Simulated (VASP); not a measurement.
Wanted: the native input for a VASP 6.6.1 run.

| Property | Result |
| --- | --- |
| Task | single point |
| Functional | PBE |
| Potentials or basis | VASP PAW PBE potentials, release 64 (Co, Si) |
| Cutoff | 520 eV |
| k mesh | 10 × 10 × 8 |
| Occupations | gaussian, width 0.1 eV |
| Spin | no spin polarisation |
| Dipole correction | no |
| Further INCAR settings | ALGO = Normal; EDIFF = 1e-06; NBANDS = 26 |

The structure of CoSi2 lies in POSCAR:

```
CoSi2
1.0
    2.5995408866      2.5995408866      0.0000000000
   -2.5995408866      2.5995408866      0.0000000000
    0.0000000000      0.0000000000      5.5782997346
Co Si
2 4
Direct
    0.0000000000      0.0000000000      0.0000000000
    0.5000000000      0.5000000000      0.5000000000
    0.0000000000      0.5000000000      0.7500000000
    0.5000000000      0.0000000000      0.7500000000
    0.5000000000      0.0000000000      0.2500000000
    0.0000000000      0.5000000000      0.2500000000
```

This cell differs from its parent crystal: biaxial strain in the a-b plane: -3.0 %, then relaxed in part.

One way to write it, as run:

INCAR

```
PREC     = Accurate       # precision mode
ENCUT    = 520            # plane-wave cutoff, eV
EDIFF    = 1E-6           # SCF threshold, eV
ISMEAR   = 0              # smearing method
SIGMA    = 0.1            # smearing width, eV
LREAL    = F              # projectors in reciprocal space
LASPH    = T              # aspherical terms in the spheres
NELM     = 80             # most SCF steps
ALGO     = Normal         # electronic algorithm
ISIF     = 2              # what is computed and relaxed
LWAVE    = F              # write WAVECAR
LCHARG   = F              # write CHGCAR
GGA      = PE             # functional
NBANDS   = 26             # bands
```

KPOINTS

```
Automatic mesh
0
Gamma
  10 10 8
```

Potentials or basis: VASP PAW PBE potentials, release 64 (Co, Si).

Launch:

```bash
$ cat potpaw_PBE.64/Co/POTCAR potpaw_PBE.64/Si/POTCAR > POTCAR
$ mpirun -np 1 vasp_std > vasp.out
```

Results of the run:

```json
{
 "Pressure": "4.1 GPa",
 "Band gap on the k mesh": "zero (bands 17 and 18 overlap by 3.34 eV)"
}
```

Caveat: the cell differs from its parent crystal (biaxial strain in the a-b plane: -3.0 %, then relaxed in part); the cell stands under pressure; the run has no spin polarisation, though such a crystal can be magnetic.

Wall time 100 s on 1 thread of Intel(R) Xeon(R) 6975P-C (Granite Rapids) (shared host), peak memory 0.29 GiB.
